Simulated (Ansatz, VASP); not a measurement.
CdF2 in VASP and in Ansatz

Contents of INCAR:

```
SYSTEM = CdF2
PREC     = Accurate       ! precision mode
ENCUT    = 520            ! plane-wave cutoff, eV
EDIFF    = 1E-6           ! SCF threshold, eV
ISMEAR   = 0              ! smearing method
SIGMA    = 0.05           ! smearing width, eV
LREAL    = .False.        ! projectors in reciprocal space
LASPH    = .True.         ! aspherical terms in the spheres
NELM     = 60             ! most SCF steps
ALGO     = Normal         ! electronic algorithm
ISIF     = 2              ! what is computed and relaxed
LWAVE    = .False.        ! write WAVECAR
LCHARG   = .False.        ! write CHGCAR
GGA      = PE             ! functional
NBANDS   = 20             ! bands
```

File KPOINTS:

```
Automatic mesh
0
Gamma
  8 8 8
  0 0 0
```

Contents of POSCAR:

```
CdF2
1.0
   -0.3014297579      2.7402705265      2.6671053034
    2.7402705265     -0.3014297579      2.6671053034
    2.4388407686      2.4388407686      0.0000000000
Cd F
1 2
Direct
    0.0000000000      0.0000000000      0.0000000000
    0.2500000000      0.2500000000      0.2500000000
    0.7500000000      0.7500000000      0.7500000000
```

Input for Ansatz:

```yaml
crystal:
  lattice:
    - [-0.3014297579, 2.7402705265, 2.6671053034]
    - [2.7402705265, -0.3014297579, 2.6671053034]
    - [2.4388407686, 2.4388407686, 0.0]
  atoms:
    - { symbol: Cd, position: [0.0, 0.0, 0.0] }
    - { symbol: F, position: [0.25, 0.25, 0.25] }
    - { symbol: F, position: [0.75, 0.75, 0.75] }
basis:
  ecutwfc: 520.0
kpoints:
  mp_grid: { grid: [8, 8, 8] }
hamiltonian:
  xc: pbe
  pseudopotentials: { kind: paw }
scf:
  occupations: { method: gaussian, width: 0.05 }
output:
  forces: true
  stress: true
  eigenvalues: true
```

Change from the starting cell: engineering shear strain xy -0.2200, normal strain along z -0.0267.

Alike in both runs: task single point; functional PBE; k mesh 8 × 8 × 8; occupations gaussian, width 0.05 eV; no spin polarisation.

|  | VASP | Ansatz |
| --- | --- | --- |
| version | VASP 6.6.1 | Ansatz 0.2.0 |
| potentials or method | VASP PAW PBE potentials, release 64 (Cd, F), cutoff 520 eV | scalar-relativistic, plane waves, PAW |
| valence electrons in the cell | 26 | 34 |

```tsv
	VASP	Ansatz	Ansatz less VASP
gap on the k mesh at the Fermi level (eV)	2.89	2.93	+0.035
least direct gap on the mesh (eV)	3.13	3.17	+0.035
pressure (GPa)	10.0	9.0	-1.01
traceless stress, the component that is largest in VASP (GPa)	8.33	7.42	-0.910
rms of the force components (eV/Å)	0.350	0.305	-0.0455
```

Atom by atom the forces differ by 0.046 eV/Å (rms over components). VASP's potentials hold 26 valence electrons a cell and Ansatz's 34, so a difference there can come from the potentials and not from the codes.
